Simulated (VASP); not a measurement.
# AlRu (Pm-3m) in VASP: notebook

AlRu is run at these levels: PBE; tasks: electric field gradients.

Everything below comes from runs of VASP 6.6.1. Logs are shortened: lines on timing, memory, paths and dates and some standing lists are left out, and cuts for length are marked.

## 1. The cell of the first run

The structure is cubic, space group Pm-3m (No. 221). Conventional cell: a = 2.951 Å, b = 2.951 Å, c = 2.951 Å, α = 90.00°, β = 90.00°, γ = 90.00°. Within 3.4 Å of Al (site symmetry m-3m) lie 8 Ru at 2.56 Å and 6 Al at 2.95 Å. Within 3.4 Å of Ru (site symmetry m-3m) lie 8 Al at 2.56 Å and 6 Ru at 2.95 Å.

## 2. Electric field gradients, PBE (volume scaled by 0.96)

INCAR reads:

```
SYSTEM = AlRu
PREC     = Accurate       ! precision mode
ENCUT    = 520            ! plane-wave cutoff, eV
EDIFF    = 1E-8           ! SCF threshold, eV
ISMEAR   = -1             ! smearing method
SIGMA    = 0.05           ! smearing width, eV
LREAL    = .FALSE.        ! projectors in reciprocal space
LASPH    = .TRUE.         ! aspherical terms in the spheres
NELM     = 80             ! most SCF steps
ALGO     = Normal         ! electronic algorithm
ISIF     = 2              ! what is computed and relaxed
LWAVE    = .FALSE.        ! write WAVECAR
LCHARG   = .FALSE.        ! write CHGCAR
GGA      = PE             ! functional
LEFG     = .TRUE.       
NBANDS   = 16             ! bands
```

KPOINTS reads:

```
regular mesh
0
G
  12 12 12
  0 0 0
```

POSCAR reads:

```
AlRu
1.0
    2.9511680166      0.0000000000      0.0000000000
    0.0000000000      2.9511680166      0.0000000000
    0.0000000000      0.0000000000      2.9511680166
Al Ru
1 1
Direct
    0.0000000000      0.0000000000      0.0000000000
    0.5000000000      0.5000000000      0.5000000000
```

Potentials or basis: VASP PAW PBE potentials, release 64 (Al, Ru_pv).

Started as:

```
$ cat potpaw_PBE.64/Al/POTCAR potpaw_PBE.64/Ru_pv/POTCAR > POTCAR
$ mpirun -np 1 vasp_std > vasp.out
```

OUTCAR:

```text
SYSTEM = AlRu
   PREC = Accurate
   ENCUT = 520
   EDIFF = 1E-8
   ISMEAR = -1
   LREAL = .FALSE.
   LASPH = .TRUE.
   NELM = 80
   ISIF = 2
   GGA = PE

 ion  position               nearest neighbor table
   1  0.000  0.000  0.000-   2 2.56   2 2.56   2 2.56   2 2.56   2 2.56   2 2.56   2 2.56   2 2.56

   2  0.500  0.500  0.500-   1 2.56   1 2.56   1 2.56   1 2.56   1 2.56   1 2.56   1 2.56   1 2.56

  LATTYP: Found a simple cubic cell.
 ALAT       =     2.9511680166

  Lattice vectors:

 A1 = (   2.9511680166,   0.0000000000,   0.0000000000)
 A2 = (   0.0000000000,   2.9511680166,   0.0000000000)
 A3 = (   0.0000000000,   0.0000000000,   2.9511680166)

Analysis of symmetry for initial positions (statically):
=====================================================================
 Subroutine PRICEL returns:
 Original cell was already a primitive cell.

 Routine SETGRP: Setting up the symmetry group for a
 simple cubic supercell.

 Subroutine GETGRP returns: Found 48 space group operations
 (whereof 48 operations were pure point group operations)
 out of a pool of 48 trial point group operations.

The static configuration has the point symmetry O_h .

Analysis of symmetry for dynamics (positions and initial velocities):
=====================================================================
 Subroutine PRICEL returns:
 Original cell was already a primitive cell.

 Routine SETGRP: Setting up the symmetry group for a
 simple cubic supercell.

 Subroutine GETGRP returns: Found 48 space group operations
 (whereof 48 operations were pure point group operations)
 out of a pool of 48 trial point group operations.

The dynamic configuration has the point symmetry O_h .

 Subroutine INISYM returns: Found 48 space group operations
 (whereof 48 operations are pure point group operations),
 and found     1 'primitive' translations

----------------------------------------------------------------------------------------

                                     Primitive cell

  volume of cell :      25.7029

  direct lattice vectors                    reciprocal lattice vectors
     2.951168017  0.000000000  0.000000000     0.338848888  0.000000000  0.000000000
     0.000000000  2.951168017  0.000000000     0.000000000  0.338848888  0.000000000
     0.000000000  0.000000000  2.951168017     0.000000000  0.000000000  0.338848888

  length of vectors
     2.951168017  2.951168017  2.951168017     0.338848888  0.338848888  0.338848888

  position of ions in fractional coordinates (direct lattice)
     0.000000000  0.000000000  0.000000000
     0.500000000  0.500000000  0.500000000

  ion indices of the primitive-cell ions
   primitive index   ion index
                 1           1
                 2           2

----------------------------------------------------------------------------------------

 KPOINTS: regular mesh

Automatic generation of k-mesh.
 Grid dimensions read from file:
 generate k-points for:   12   12   12

 Generating k-lattice:

  Cartesian coordinates                     Fractional coordinates (reciprocal lattice)
     0.028237407  0.000000000  0.000000000     0.083333333  0.000000000  0.000000000
     0.000000000  0.028237407  0.000000000     0.000000000  0.083333333  0.000000000
     0.000000000  0.000000000  0.028237407     0.000000000  0.000000000  0.083333333

  Length of vectors
     0.028237407  0.028237407  0.028237407

  Shift w.r.t. Gamma in fractional coordinates (k-lattice)
     0.000000000  0.000000000  0.000000000

 Subroutine IBZKPT returns following result:
 ===========================================

 Found     84 irreducible k-points:

 Following reciprocal coordinates:
            Coordinates               Weight
  0.000000  0.000000  0.000000      1.000000
  0.083333  0.000000  0.000000      6.000000
  0.166667  0.000000  0.000000      6.000000
  0.250000  0.000000  0.000000      6.000000
  0.333333  0.000000  0.000000      6.000000
  0.416667  0.000000  0.000000      6.000000
[... 16 lines left out ...]
  0.333333  0.333333  0.000000     12.000000
  0.416667  0.333333  0.000000     24.000000
 [... further k-points ...]
   k-points           NKPTS =     84   k-points in BZ     NKDIM =     84   number of bands    NBANDS=     16
   number of dos      NEDOS =    301   number of ions     NIONS =      2
   total plane-waves  NPLWV =  13824
   dimension x,y,z NGX =    24 NGY =   24 NGZ =   24
   dimension x,y,z NGXF=    48 NGYF=   48 NGZF=   48
   ions per type =               1   1
   NGX,Y,Z   is equivalent  to a cutoff of  13.52, 13.52, 13.52 a.u.
   NGXF,Y,Z  is equivalent  to a cutoff of  27.04, 27.04, 27.04 a.u.
 SYSTEM =  AlRu
   PREC   = accura    normal or accurate (medium, high low for compatibility)
   ISTART =      0    job   : 0-new  1-cont  2-samecut
   ICHARG =      2    charge: 1-file 2-atom 10-const
   ISPIN  =      1    spin polarized calculation?
   LNONCOLLINEAR =      F non collinear calculations
   LSORBIT =      F    spin-orbit coupling
   LASPH  =      T    aspherical Exc in radial PAW
   ENCUT  =  520.0 eV  38.22 Ry    6.18 a.u.   5.49  5.49  5.49*2*pi/ulx,y,z
   NELM   =     80;   NELMIN=  2; NELMDL= -5     # of ELM steps
   EDIFF  = 0.1E-07   stopping-criterion for ELM
   LREAL  =      F    real-space projection
   EDIFFG = 0.1E-06   stopping-criterion for IOM
   NSW    =      0    number of steps for IOM
   IBRION =     -1    ionic relax: 0-MD 1-quasi-New 2-CG
   NFREE  =      0    steps in history (QN), initial steepest desc. (CG)
   ISIF   =      2    stress and relaxation
   ISYM   =      2    0-nonsym 1-usesym 2-fastsym
   POTIM  = 0.5000    time-step for ionic-motion
   TEBEG  =    0.0;   TEEND  =   0.0 temperature during run
   PSTRESS=    0.0 pullay stress
   NELECT =      17.0000    total number of electrons
   NUPDOWN=      -1.0000    fix difference up-down
   EMIN   =  10.00;   EMAX   =-10.00  energy-range for DOS
   EFERMI =   0.00;   METHOD = LEGACY
   ISMEAR =    -1;   SIGMA  =   0.05  broadening in eV -4-tet -1-fermi 0-gaus
   EFERMI_NEDOS =   21; number of points for ismear=-14 and -15
   IALGO  =     38    algorithm
   IMIX   =      4    mixing-type and parameters
     AMIX     =   0.40;   BMIX     =  1.00
     AMIX_MAG =   1.60;   BMIX_MAG =  1.00
  volume/ion in A,a.u.               =      12.85        86.73
  Fermi-wavevector in a.u.,A,eV,Ry     =   1.426365  2.695438 27.681268  2.034516
  Thomas-Fermi vector in A             =   2.546649
   LORBIT       =      0    0 simple, 1 ext, 2 COOP (PROOUT), +10 PAW based schemes
   GGA     = PE    functional components
   LHFCALC =     F    Hartree Fock is set to
   AEXX    =    0.0000 exact exchange contribution
   IVDW    =     0    specifies the selected vdW correction
   LEPSILON=     F    determine dielectric tensor
   LRPA    =     F    only Hartree local field effects (RPA)
 non-spin polarized calculation
  energy-cutoff  :      520.00
  volume of cell :       25.70
 maximum number of plane-waves:       739
 NGX is ok and might be reduce to    24
   NGX = 11   NGY = 11   NGZ = 11

 number of electron      16.9999999 magnetization

 Free energy of the ion-electron system (eV)
  ---------------------------------------------------
  ext. energy  EPLUGINS =         0.00000000
  ---------------------------------------------------
  free energy    TOTEN  =       -14.22099677 eV

  energy without entropy =      -14.20990510  energy(sigma->0) =      -14.21545094

 E-fermi :  11.2948     XC(G=0): -12.7773

 val. band max:       11.2901202427   @ k =   0.4167   0.3333   0.1667
 cond. band min:      11.3068294603   @ k =   0.2500   0.0833   0.0833
 fundamental gap:      0.0167092177
 Fermi energy:        11.2947982855

 k-point     1 :       0.0000    0.0000    0.0000
  band No.  band energies     occupation
      1     -30.4777      2.00000
      2     -30.4777      2.00000
      3     -30.4777      2.00000
      4       1.3884      2.00000
      5       7.5108      2.00000
      6       7.5108      2.00000
[... 8 lines left out ...]
     15      23.4129      0.00000
     16      27.2057      0.00000
[... 419 lines left out ...]
 k-point    24 :       0.4167    0.3333    0.0000
  band No.  band energies     occupation
      1     -30.6821      2.00000
      2     -30.6341      2.00000
      3     -30.4423      2.00000
      4       5.0976      2.00000
      5       7.2211      2.00000
      6       9.3118      2.00000
[... 8 lines left out ...]
     15      23.9628      0.00000
     16      26.8930      0.00000

 [... further k-points ...]

------------------------ aborting loop because EDIFF is reached ----------------------------------------

  FORCE on cell =-STRESS in cart. coord.  units (eV):
  Direction    XX          YY          ZZ          XY          YZ          ZX
  --------------------------------------------------------------------------------------
  -------------------------------------------------------------------------------------
  Total        1.9312014      1.9312014      1.9312014      0.0000000      0.0000000      0.0000000
  in kB      120.3805586    120.3805586    120.3805586      0.0000000      0.0000000      0.0000000
  external PRESSURE =     120.3805586 kB  Pullay stress =       0.0000000 kB

 VOLUME and BASIS-vectors are now :
 -----------------------------------------------------------------------------
  energy-cutoff  :      520.00
  volume of cell :       25.70
      direct lattice vectors                 reciprocal lattice vectors
     2.951168017  0.000000000  0.000000000     0.338848888  0.000000000  0.000000000
     0.000000000  2.951168017  0.000000000     0.000000000  0.338848888  0.000000000
     0.000000000  0.000000000  2.951168017     0.000000000  0.000000000  0.338848888

 POSITION                                       TOTAL-FORCE (eV/Angst)
 -----------------------------------------------------------------------------------
      0.00000      0.00000      0.00000         0.000000      0.000000      0.000000
      1.47558      1.47558      1.47558         0.000000      0.000000      0.000000
 -----------------------------------------------------------------------------------
    total drift:                                0.000000     -0.000000     -0.000000

  FREE ENERGIE OF THE ION-ELECTRON SYSTEM (eV)
  ---------------------------------------------------
  free  energy   TOTEN  =       -14.2209967731 eV

  energy  without entropy=      -14.2099051005  energy(sigma->0) =      -14.21545094

 Electric field gradients (V/A^2)
---------------------------------------------------------------------
 ion       V_xx      V_yy      V_zz      V_xy      V_xz      V_yz
---------------------------------------------------------------------
   1      -0.000    -0.000    -0.000     0.000     0.000     0.000
   2       0.000     0.000    -0.000     0.000    -0.000    -0.000
---------------------------------------------------------------------

 Electric field gradients after diagonalization (V/A^2)
 (convention: |V_zz| > |V_xx| > |V_yy|)
----------------------------------------------------------------------
 ion       V_xx      V_yy      V_zz     asymmetry (V_yy - V_xx)/ V_zz
----------------------------------------------------------------------
   1      -0.000    -0.000    -0.000      -0.023
   2       0.000    -0.000     0.000      -1.406
----------------------------------------------------------------------

           NMR quadrupolar parameters

 Cq : quadrupolar parameter    Cq=e*Q*V_zz/h
 eta: asymmetry parameters     (V_yy - V_xx)/ V_zz
 Q  : nuclear electric quadrupole moment in mb (millibarn)
----------------------------------------------------------------------
 ion       Cq(MHz)       eta       Q (mb)
----------------------------------------------------------------------
   1      -0.000      -0.023       1.000
   2       0.000      -1.406       1.000
----------------------------------------------------------------------
```

It took 11 s on 1 thread of Intel Xeon 6975P-C (Granite Rapids), shared host; peak memory 0.15 GiB.

What came out:

* Free energy: -14.2210 eV
* Pressure: 12.0 GPa

Levels at points of the mesh, in eV from the Fermi level:
```tsv
k point	band 5	band 6	band 7	band 8	band 9	band 10	band 11	band 12	band 13	band 14
(0.00, 0.00, 0.00)	-3.78	-3.78	0.20	0.20	0.20	6.29	6.29	6.29	11.23	11.23
(0.50, 0.00, 0.00)	-5.55	-2.93	-1.69	-1.69	0.47	2.46	7.43	11.26	11.26	12.12
(0.50, 0.50, 0.00)	-3.22	-1.38	-1.38	-1.24	-1.24	1.65	5.60	6.67	10.93	12.12
(0.50, 0.50, 0.50)	-4.86	-4.86	1.75	1.75	2.84	4.25	4.25	4.25	8.93	8.93
```

Caveat: without QUAD_EFG the Cq values of the log hold for a quadrupole moment of 1 mb, not for the nuclei.

## 3. Electric field gradients, PBE (volume scaled by 0.98)

INCAR reads:

```
SYSTEM = AlRu
PREC = Accurate
ENCUT = 520
EDIFF = 1E-8
ISMEAR = -1
SIGMA = 0.05
LREAL = .FALSE.
LASPH = .TRUE.
NELM = 80
ALGO = Normal
ISIF = 2
LWAVE = .FALSE.
LCHARG = .FALSE.
GGA = PE
LEFG = .TRUE.
NBANDS = 16
```

KPOINTS reads:

```
Automatic mesh
0
G
  12 12 12
  0 0 0
```

POSCAR reads:

```
AlRu
1.0
    2.9715215427      0.0000000000      0.0000000000
    0.0000000000      2.9715215427      0.0000000000
    0.0000000000      0.0000000000      2.9715215427
Al Ru
1 1
Direct
    0.0000000000      0.0000000000      0.0000000000
    0.5000000000      0.5000000000      0.5000000000
```

Potentials or basis: VASP PAW PBE potentials, release 64 (Al, Ru_pv).

Started as:

```
$ cat potpaw_PBE.64/Al/POTCAR potpaw_PBE.64/Ru_pv/POTCAR > POTCAR
$ mpirun -np 1 vasp_std > vasp.out
```

OUTCAR:

```text
SYSTEM = AlRu
   PREC = Accurate
   ENCUT = 520
   EDIFF = 1E-8
   ISMEAR = -1
   LREAL = .FALSE.
   LASPH = .TRUE.
   NELM = 80
   ISIF = 2
   GGA = PE

 ion  position               nearest neighbor table
   1  0.000  0.000  0.000-   2 2.57   2 2.57   2 2.57   2 2.57   2 2.57   2 2.57   2 2.57   2 2.57

   2  0.500  0.500  0.500-   1 2.57   1 2.57   1 2.57   1 2.57   1 2.57   1 2.57   1 2.57   1 2.57

  LATTYP: Found a simple cubic cell.
 ALAT       =     2.9715215427

  Lattice vectors:

 A1 = (   2.9715215427,   0.0000000000,   0.0000000000)
 A2 = (   0.0000000000,   2.9715215427,   0.0000000000)
 A3 = (   0.0000000000,   0.0000000000,   2.9715215427)

Analysis of symmetry for initial positions (statically):
=====================================================================
 Subroutine PRICEL returns:
 Original cell was already a primitive cell.

 Routine SETGRP: Setting up the symmetry group for a
 simple cubic supercell.

 Subroutine GETGRP returns: Found 48 space group operations
[... 645 lines left out ...]
     2.971521543  0.000000000  0.000000000     0.336527932  0.000000000  0.000000000
     0.000000000  2.971521543  0.000000000     0.000000000  0.336527932  0.000000000
     0.000000000  0.000000000  2.971521543     0.000000000  0.000000000  0.336527932

 POSITION                                       TOTAL-FORCE (eV/Angst)
 -----------------------------------------------------------------------------------
      0.00000      0.00000      0.00000         0.000000      0.000000      0.000000
      1.48576      1.48576      1.48576         0.000000      0.000000      0.000000
 -----------------------------------------------------------------------------------
    total drift:                                0.000000     -0.000000     -0.000000

  FREE ENERGIE OF THE ION-ELECTRON SYSTEM (eV)
  ---------------------------------------------------
  free  energy   TOTEN  =       -14.2528657680 eV

  energy  without entropy=      -14.2413698688  energy(sigma->0) =      -14.24711782

 Electric field gradients (V/A^2)
---------------------------------------------------------------------
 ion       V_xx      V_yy      V_zz      V_xy      V_xz      V_yz
---------------------------------------------------------------------
   1      -0.000     0.000     0.000    -0.000     0.000     0.000
   2      -0.000    -0.000    -0.000     0.000     0.000     0.000
---------------------------------------------------------------------

 Electric field gradients after diagonalization (V/A^2)
 (convention: |V_zz| > |V_xx| > |V_yy|)
----------------------------------------------------------------------
 ion       V_xx      V_yy      V_zz     asymmetry (V_yy - V_xx)/ V_zz
----------------------------------------------------------------------
   1       0.000     0.000    -0.000       0.424
   2      -0.000    -0.000    -0.000      -0.030
----------------------------------------------------------------------

           NMR quadrupolar parameters

 Cq : quadrupolar parameter    Cq=e*Q*V_zz/h
 eta: asymmetry parameters     (V_yy - V_xx)/ V_zz
 Q  : nuclear electric quadrupole moment in mb (millibarn)
----------------------------------------------------------------------
 ion       Cq(MHz)       eta       Q (mb)
----------------------------------------------------------------------
   1      -0.000       0.424       1.000
   2      -0.000      -0.030       1.000
----------------------------------------------------------------------
```

Wall time 11 s (1 thread of Intel Xeon 6975P-C (Granite Rapids), shared host); peak memory 0.15 GiB.

Results:

```
Free energy : -14.2529 eV
Pressure    : 7.0 GPa
```

Caveat: without QUAD_EFG the Cq values of the log hold for a quadrupole moment of 1 mb, not for the nuclei.
